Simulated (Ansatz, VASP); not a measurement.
**Pt: VASP beside Ansatz**

The input INCAR:

```
ALGO = Normal
EDIFF = 1E-6
ENCUT = 520
ISIF = 2
ISMEAR = -1
LASPH = True
LCHARG = False
LREAL = False
LWAVE = False
NBANDS = 11
NELM = 60
PREC = Accurate
SIGMA = 0.1
```

The input KPOINTS:

```
k-points
0
Gamma
  23 23 23
```

POSCAR

```
Pt
1.0
    0.0000000000      1.9211103559      1.9211103559
    1.9211103559      0.0000000000      1.9211103559
    1.9211103559      1.9211103559      0.0000000000
Pt
1
Direct
    0.0000000000      0.0000000000      0.0000000000
```

Input for Ansatz:

```yaml
crystal:
  lattice:
    - [0.0, 1.9211103559, 1.9211103559]
    - [1.9211103559, 0.0, 1.9211103559]
    - [1.9211103559, 1.9211103559, 0.0]
  atoms:
    - { symbol: Pt, position: [0.0, 0.0, 0.0] }
hamiltonian:
  xc: lda
  pseudopotentials:
    kind: paw
    azcp:
      Pt: "pseudopotentials/Pt.paw.azcp"
basis:
  ecutwfc: 420
  fft_grid_basis: typed
kpoints:
  mp_grid: { grid: [23, 23, 23], shift: [0, 0, 0] }
magnetization:
  spin_polarized: false
scf:
  occupations: { method: fermi_dirac, width: 0.1 }
output:
  stress: true
```

Alike in both runs: task single point; functional LDA; k mesh 23 × 23 × 23; occupations fermi-dirac, width 0.1 eV; no spin polarisation.

|  | VASP | Ansatz |
| --- | --- | --- |
| version | VASP 6.6.1 | Ansatz 0.2.0 |
| potentials or method | VASP PAW LDA potentials, release 64 (Pt), cutoff 520 eV | plane waves (420 eV) with PAW, scalar-relativistic |
| valence electrons in the cell | 10 | 18 |

Ansatz gave:

```
pressure (GPa) : 14.0
```

Task: Which values does VASP return?

Result: Pressure (GPa): 15.0.

Ansatz warns that its potentials were made for another functional, while VASP's fit it. LDA's correlation is that of Perdew and Zunger in VASP and of Perdew and Wang (1992) in Ansatz. VASP's potentials hold 10 valence electrons a cell and Ansatz's 18, so a difference there can come from the potentials and not from the codes.

Neither program's run includes spin-orbit coupling.
